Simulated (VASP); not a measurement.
# TiB2H2 (P6/mmm) in VASP: notebook, part 2 of 2

VASP 6.6.1. Earlier steps stand in the parts before.

## Step 3: Single point, PBE

This run uses another cell than the first one, of 7.94 Å³/atom, 0.930 times its volume.

The input, INCAR:

```
PREC = Accurate ; ENCUT = 500
EDIFF = 1E-6 ; ISMEAR = 0
SIGMA = 0.1 ; LREAL = False
LASPH = True ; NELM = 120
ALGO = Normal ; ISIF = 2
LWAVE = False ; LCHARG = False
GGA = PE ; NBANDS = 18
GGA_COMPAT = False
```

The input, KPOINTS:

```
Automatic mesh
0
Gamma
  6 6 6
```

The input, POSCAR:

```
TiB2H2
1.0
    3.9655871462      0.0000000000      0.0000000000
   -1.9827935731      3.4342992096      0.0000000000
    0.0000000000      0.0000000000      2.9133155860
Ti B H
1 2 2
Direct
    0.0000000000      0.0000000000      0.0000000000
    0.3333333333      0.6666666667      0.0000000000
    0.6666666667      0.3333333333      0.0000000000
    0.3333333333      0.6666666667      0.5000000000
    0.6666666667      0.3333333333      0.5000000000
```

Potentials or basis: VASP PAW PBE potentials, release 64 (Ti_sv, B, H).

Run with:

```sh
cat potpaw_PBE.64/Ti_sv/POTCAR potpaw_PBE.64/B/POTCAR potpaw_PBE.64/H/POTCAR > POTCAR
mpirun -np 1 vasp_std > vasp.out
```

OUTCAR:

```text
PREC = Accurate
   ENCUT = 500
   EDIFF = 1E-6
   ISMEAR = 0
   LREAL = False
   LASPH = True
   NELM = 120
   ISIF = 2
   GGA = PE

 ion  position               nearest neighbor table
   1  0.000  0.000  0.000-   2 2.29   3 2.29   3 2.29   2 2.29   3 2.29   2 2.29
   2  0.333  0.667  0.000-   4 1.46   4 1.46   1 2.29   1 2.29   1 2.29
   3  0.667  0.333  0.000-   5 1.46   5 1.46   1 2.29   1 2.29   1 2.29
   4  0.333  0.667  0.500-   2 1.46   2 1.46
   5  0.667  0.333  0.500-   3 1.46   3 1.46

  LATTYP: Found a hexagonal cell.
 ALAT       =     3.9655871462
 C/A-ratio  =     0.7346492407

  Lattice vectors:

 A1 = (   3.9655871462,   0.0000000000,   0.0000000000)
 A2 = (  -1.9827935731,   3.4342992096,   0.0000000000)
 A3 = (   0.0000000000,   0.0000000000,   2.9133155860)

Analysis of symmetry for initial positions (statically):
=====================================================================
 Subroutine PRICEL returns:
 Original cell was already a primitive cell.

 Routine SETGRP: Setting up the symmetry group for a
 hexagonal supercell.

 Subroutine GETGRP returns: Found 24 space group operations
 (whereof 24 operations were pure point group operations)
 out of a pool of 24 trial point group operations.

The static configuration has the point symmetry D_6h.

Analysis of symmetry for dynamics (positions and initial velocities):
=====================================================================
 Subroutine PRICEL returns:
 Original cell was already a primitive cell.

 Routine SETGRP: Setting up the symmetry group for a
 hexagonal supercell.

 Subroutine GETGRP returns: Found 24 space group operations
 (whereof 24 operations were pure point group operations)
 out of a pool of 24 trial point group operations.

The dynamic configuration has the point symmetry D_6h.

 Subroutine INISYM returns: Found 24 space group operations
 (whereof 24 operations are pure point group operations),
 and found     1 'primitive' translations

----------------------------------------------------------------------------------------

                                     Primitive cell

  volume of cell :      39.6765

  direct lattice vectors                    reciprocal lattice vectors
     3.965587146  0.000000000  0.000000000     0.252169468  0.145590110  0.000000000
    -1.982793573  3.434299210  0.000000000     0.000000000  0.291180220  0.000000000
     0.000000000  0.000000000  2.913315586     0.000000000  0.000000000  0.343251519

  length of vectors
     3.965587146  3.965587146  2.913315586     0.291180220  0.291180220  0.343251519

  position of ions in fractional coordinates (direct lattice)
     0.000000000  0.000000000  0.000000000
     0.333333333  0.666666667  0.000000000
     0.666666667  0.333333333  0.000000000
     0.333333333  0.666666667  0.500000000
     0.666666667  0.333333333  0.500000000

  ion indices of the primitive-cell ions
   primitive index   ion index
                 1           1
                 2           2
                 3           3
                 4           4
                 5           5

----------------------------------------------------------------------------------------

 KPOINTS: Automatic mesh

Automatic generation of k-mesh.
 Grid dimensions read from file:
 generate k-points for:    6    6    6

 Generating k-lattice:

  Cartesian coordinates                     Fractional coordinates (reciprocal lattice)
     0.042028245  0.024265018  0.000000000     0.166666667 -0.000000000  0.000000000
     0.000000000  0.048530037  0.000000000     0.000000000  0.166666667  0.000000000
     0.000000000  0.000000000  0.057208586     0.000000000  0.000000000  0.166666667

  Length of vectors
     0.048530037  0.048530037  0.057208586

  Shift w.r.t. Gamma in fractional coordinates (k-lattice)
     0.000000000  0.000000000  0.000000000

 Subroutine IBZKPT returns following result:
 ===========================================

 Found     28 irreducible k-points:

 Following reciprocal coordinates:
            Coordinates               Weight
  0.000000  0.000000  0.000000      1.000000
  0.166667  0.000000  0.000000      6.000000
  0.333333  0.000000  0.000000      6.000000
  0.500000  0.000000  0.000000      3.000000
  0.166667  0.166667  0.000000      6.000000
  0.333333  0.166667  0.000000     12.000000
[... 16 lines left out ...]
  0.166667  0.000000  0.500000      6.000000
  0.333333  0.000000  0.500000      6.000000
 [... further k-points ...]
   k-points           NKPTS =     28   k-points in BZ     NKDIM =     28   number of bands    NBANDS=     18
   number of dos      NEDOS =    301   number of ions     NIONS =      5
   total plane-waves  NPLWV =  21600
   dimension x,y,z NGX =    30 NGY =   30 NGZ =   24
   dimension x,y,z NGXF=    60 NGYF=   60 NGZF=   48
   ions per type =               1   2   2
   NGX,Y,Z   is equivalent  to a cutoff of  12.58, 12.58, 13.70 a.u.
   NGXF,Y,Z  is equivalent  to a cutoff of  25.15, 25.15, 27.39 a.u.
 SYSTEM =  unknown system
   PREC   = accura    normal or accurate (medium, high low for compatibility)
   ISTART =      0    job   : 0-new  1-cont  2-samecut
   ICHARG =      2    charge: 1-file 2-atom 10-const
   ISPIN  =      1    spin polarized calculation?
   LNONCOLLINEAR =      F non collinear calculations
   LSORBIT =      F    spin-orbit coupling
   LASPH  =      T    aspherical Exc in radial PAW
   ENCUT  =  500.0 eV  36.75 Ry    6.06 a.u.   7.23  7.23  5.31*2*pi/ulx,y,z
   NELM   =    120;   NELMIN=  2; NELMDL= -5     # of ELM steps
   EDIFF  = 0.1E-05   stopping-criterion for ELM
   LREAL  =      F    real-space projection
[... 7 lines left out ...]
   TEBEG  =    0.0;   TEEND  =   0.0 temperature during run
   PSTRESS=    0.0 pullay stress
   NELECT =      20.0000    total number of electrons
   NUPDOWN=      -1.0000    fix difference up-down
   EMIN   =  10.00;   EMAX   =-10.00  energy-range for DOS
   EFERMI =   0.00;   METHOD = LEGACY
   ISMEAR =     0;   SIGMA  =   0.10  broadening in eV -4-tet -1-fermi 0-gaus
   EFERMI_NEDOS =   21; number of points for ismear=-14 and -15
   IALGO  =     38    algorithm
   IMIX   =      4    mixing-type and parameters
     AMIX     =   0.40;   BMIX     =  1.00
     AMIX_MAG =   1.60;   BMIX_MAG =  1.00
  volume/ion in A,a.u.               =       7.94        53.55
  Fermi-wavevector in a.u.,A,eV,Ry     =   1.302888  2.462101 23.096126  1.697517
  Thomas-Fermi vector in A             =   2.433926
   LORBIT       =      0    0 simple, 1 ext, 2 COOP (PROOUT), +10 PAW based schemes
   GGA     = PE    functional components
   LHFCALC =     F    Hartree Fock is set to
   AEXX    =    0.0000 exact exchange contribution
   IVDW    =     0    specifies the selected vdW correction
   LEPSILON=     F    determine dielectric tensor
   LRPA    =     F    only Hartree local field effects (RPA)
 non-spin polarized calculation
 Gauss-broadening in eV      SIGMA  =   0.10
  energy-cutoff  :      500.00
  volume of cell :       39.68
 maximum number of plane-waves:      1035
 NGX is ok and might be reduce to    30
   NGX = 15   NGY = 15   NGZ = 11

 number of electron      20.0000007 magnetization

 Free energy of the ion-electron system (eV)
  ---------------------------------------------------
  ext. energy  EPLUGINS =         0.00000000
  ---------------------------------------------------
  free energy    TOTEN  =       -24.07217345 eV

  energy without entropy =      -24.04653414  energy(sigma->0) =      -24.05935379

 E-fermi :   6.4487     XC(G=0): -11.2592

 val. band max:        6.4352552586   @ k =   0.3333   0.1667   0.5000
 cond. band min:       6.4561154238   @ k =   0.1667   0.1667   0.5000
 fundamental gap:      0.0208601652
 Fermi energy:         6.4487477214

 k-point     1 :       0.0000    0.0000    0.0000
  band No.  band energies     occupation
      1     -50.4280      2.00000
      2     -26.6726      2.00000
      3     -26.6726      2.00000
      4     -26.6482      2.00000
      5      -6.3162      2.00000
      6       0.8347      2.00000
[... 10 lines left out ...]
     17      11.9366      0.00000
     18      11.9366      0.00000
[... 466 lines left out ...]
      2     -26.9915      2.00000
      3     -26.6596      2.00000
      4     -26.6423      2.00000
      5      -2.2356      2.00000
      6      -1.2087      2.00000
[... 10 lines left out ...]
     17      13.8148      0.00000
     18      15.0028      0.00000

 [... further k-points ...]

------------------------ aborting loop because EDIFF is reached ----------------------------------------

  FORCE on cell =-STRESS in cart. coord.  units (eV):
  Direction    XX          YY          ZZ          XY          YZ          ZX
  --------------------------------------------------------------------------------------
  -------------------------------------------------------------------------------------
  Total       -0.0577737     -0.0577737     -0.0335692      0.0000000      0.0000000     -0.0000000
  in kB       -2.3329622     -2.3329622     -1.3555576      0.0000000      0.0000000     -0.0000000
  external PRESSURE =      -2.0071607 kB  Pullay stress =       0.0000000 kB

 VOLUME and BASIS-vectors are now :
 -----------------------------------------------------------------------------
  energy-cutoff  :      500.00
  volume of cell :       39.68
      direct lattice vectors                 reciprocal lattice vectors
     3.965587146  0.000000000  0.000000000     0.252169468  0.145590110  0.000000000
    -1.982793573  3.434299210  0.000000000     0.000000000  0.291180220  0.000000000
     0.000000000  0.000000000  2.913315586     0.000000000  0.000000000  0.343251519

 POSITION                                       TOTAL-FORCE (eV/Angst)
 -----------------------------------------------------------------------------------
      0.00000      0.00000      0.00000         0.000000      0.000000      0.000000
     -0.00000      2.28953      0.00000         0.000000     -0.000000      0.000000
      1.98279      1.14477      0.00000        -0.000000      0.000000     -0.000000
     -0.00000      2.28953      1.45666         0.000000      0.000000      0.000000
      1.98279      1.14477      1.45666         0.000000      0.000000      0.000000
 -----------------------------------------------------------------------------------
    total drift:                                0.000000     -0.000000      0.000000

  FREE ENERGIE OF THE ION-ELECTRON SYSTEM (eV)
  ---------------------------------------------------
  free  energy   TOTEN  =       -24.0721734480 eV

  energy  without entropy=      -24.0465341377  energy(sigma->0) =      -24.05935379
```

stdout:

```text
POSCAR found type information on POSCAR TiB H
 POSCAR found :  3 types and       5 ions
 scaLAPACK will be used
 LDA part: xc-table for (Slater+PW92), standard interpolation
 POSCAR, INCAR and KPOINTS ok, starting setup
 FFT: planning ... GRIDC
 FFT: planning ... GRID_SOFT
 FFT: planning ... GRID
 WAVECAR not read
 entering main loop
```

It took 36 s on 1 thread of Intel Xeon 8259CL, shared host; peak memory 0.17 GiB.

What came out:

```yaml
Free_energy: -24.0722 eV
Pressure: -0.2 GPa
Band_gap_on_the_k_mesh: zero (band 10 reaches 7.51 eV, above the bottom of band 11 at 5.93 eV)
```

Stress tensor (GPa, compression positive):
```
-0.23  0.00  0.00
 0.00 -0.23  0.00
 0.00  0.00 -0.14
```

Levels at points of the mesh, in eV from the Fermi level:
```tsv
k point	band 8	band 9	band 10	band 11	band 12	band 13
(0.00, 0.00, 0.00)	-4.35	-1.55	1.06	2.05	2.05	2.09
(0.50, 0.00, 0.00)	-2.54	-1.17	-0.18	0.25	1.83	1.96
(0.00, 0.00, 0.50)	-3.32	-3.32	0.01	0.01	0.51	3.59
(0.50, 0.00, 0.50)	-6.31	-1.68	-0.54	-0.51	0.26	1.61
```

## Step 4: Relaxation of cell and atoms, PBE

This run uses another cell than the first one, of 7.87 Å³/atom, 0.921 times its volume.

The input, INCAR:

```
ALGO     = Normal         # electronic algorithm
EDIFF    = 1E-7           # SCF threshold, eV
EDIFFG   = -0.04          # ionic threshold
ENCUT    = 500            # plane-wave cutoff, eV
GGA      = PE             # functional
GGA_COMPAT= False        
IBRION   = 2              # ionic algorithm
ISIF     = 3              # what is computed and relaxed
ISMEAR   = 0              # smearing method
LASPH    = True           # aspherical terms in the spheres
LCHARG   = False          # write CHGCAR
LREAL    = False          # projectors in reciprocal space
LWAVE    = False          # write WAVECAR
NELM     = 120            # most SCF steps
NELMIN   = 4            
NSW      = 90             # ionic steps
PREC     = Accurate       # precision mode
SIGMA    = 0.1            # smearing width, eV
```

The input, KPOINTS:

```
k-points
0
Gamma
  6 6 6
```

POSCAR, as its differences from that of step 3:

```diff
@@ -2,5 +2,5 @@
 1.0
-    3.9655871462      0.0000000000      0.0000000000
-   -1.9827935731      3.4342992096      0.0000000000
-    0.0000000000      0.0000000000      2.9133155860
+    4.0044666077      0.0000000000      0.0000000000
+   -2.0022333038      3.4679698109      0.0000000000
+    0.0000000000      0.0000000000      2.8320978507
 Ti B H
```

Run with:

```sh
cat potpaw_PBE.64/Ti_sv/POTCAR potpaw_PBE.64/B/POTCAR potpaw_PBE.64/H/POTCAR > POTCAR
mpirun -np 1 vasp_std > vasp.out
```

Wall time 74 s (1 thread of Intel Xeon 8259CL, shared host); peak memory 0.17 GiB.

It converged, with:

```
Free energy                            : -24.0716 eV
Relaxed volume                         : 7.93 Å³/atom
Relaxed cell                           : a = 3.960 Å, b = 3.960 Å, c = 2.918 Å, α = 90.00°, β = 90.00°, γ = 120.00°
Space group after relaxing (to 0.05 Å) : P6/mmm (No. 191)
Energy gained by relaxing              : 6.1 meV/atom
Ionic steps                            : 3
Pressure after relaxing                : -0.1 GPa
Band gap on the k mesh                 : zero (band 10 reaches 7.48 eV, above the bottom of band 11 at 5.95 eV)
```

Stress tensor (GPa, compression positive):
```
 0.19  0.00  0.00
 0.00  0.19  0.00
 0.00  0.00 -0.56
```

Step by step:
```csv
step,energy change (eV),largest force (eV/Å),pressure (GPa),volume (Å³)
1,0.0000,0.0000,0.65,39.33
2,-0.0257,0.0000,0.18,39.51
3,-0.0307,0.0000,-0.06,39.64
```

Final structure:
```cif
data_structure
_symmetry_space_group_name_H-M 'P 1'
_symmetry_Int_Tables_number 1
_cell_length_a 3.9605
_cell_length_b 3.9605
_cell_length_c 2.9181
_cell_angle_alpha 90.000
_cell_angle_beta 90.000
_cell_angle_gamma 120.000
_cell_volume 39.64
loop_
_atom_site_label
_atom_site_type_symbol
_atom_site_fract_x
_atom_site_fract_y
_atom_site_fract_z
_atom_site_occupancy
Ti1 Ti 0.00000 0.00000 0.00000 1
B1 B 0.33333 0.66667 0.00000 1
B2 B 0.66667 0.33333 0.00000 1
H1 H 0.33333 0.66667 0.50000 1
H2 H 0.66667 0.33333 0.50000 1
```

Levels at points of the mesh, in eV from the Fermi level:
```
           k point  band 8  band 9  band 10  band 11  band 12  band 13
(0.00, 0.00, 0.00)   -4.37   -1.56     1.02     2.04     2.04     2.11
(0.50, 0.00, 0.00)   -2.53   -1.18    -0.18     0.22     1.83     1.94
(0.00, 0.00, 0.50)   -3.35   -3.35     0.02     0.02     0.52     3.58
(0.50, 0.00, 0.50)   -6.33   -1.70    -0.55    -0.51     0.25     1.63
```

Caveat: the k points lie up to 0.36 Å⁻¹ apart in the final cell.

## Step 5: Overview

```csv
task,cell,k mesh,gap on the mesh (eV),pressure (GPa)
single point,"a = 3.511, b = 3.511, c = 3.999 Å, angles 90.0, 90.0, 120.0°, 5 atoms",6 × 6 × 4,none,14.3
single point,"a = 3.966, b = 3.966, c = 2.913 Å, angles 90.0, 90.0, 120.0°, 5 atoms",6 × 6 × 6,none,-0.2
relaxation of cell and atoms,"relaxed from a = 4.004, b = 4.004, c = 2.832 Å, angles 90.0, 90.0, 120.0°, 5 atoms",6 × 6 × 6,none,-0.1
```

Alike in all rows: level PBE; potentials or basis VASP PAW PBE potentials, release 64 (Ti_sv, B, H); no spin polarisation; cutoff (eV) 500; smearing gaussian 0.1 eV.

Caveats: some runs use coarse meshes.

Absolute energies hang on the potentials; compare differences alone.
